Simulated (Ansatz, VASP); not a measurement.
## AsI: VASP beside Ansatz

```
CELL_PARAMETERS angstrom
3.73209 0.00000 0.00000
0.00000 3.73209 0.00000
0.00000 0.00000 3.73209
ATOMIC_POSITIONS crystal
As 0.00000 0.00000 0.00000
I 0.50000 0.50000 0.50000
```

Alike in both runs: functional PBE; k mesh 16 × 16 × 16; occupations gaussian, width 0.1 eV; no spin polarisation.

Ansatz relaxed the structure, and its values are those at the end. VASP's run is a single point on that final structure, the one shown.

```csv
,VASP,Ansatz
version,VASP 6.6.1,Ansatz 0.2.0
potentials or method,"VASP PAW PBE potentials, release 64 (As, I), cutoff 520 eV","scalar-relativistic, plane waves, PAW"
valence electrons in the cell,12,32
```

|  | VASP | Ansatz | Ansatz less VASP |
| --- | --- | --- | --- |
| gap on the k mesh at the Fermi level (eV) | none | none | - |
| pressure (GPa) | 0.0 | 0.0 | +0.04 |

A gap of «none» marks a metal or a gap that the smearing closes. VASP's potentials hold 12 valence electrons a cell and Ansatz's 32, so a difference there can come from the potentials and not from the codes.

Neither program's run includes spin-orbit coupling.
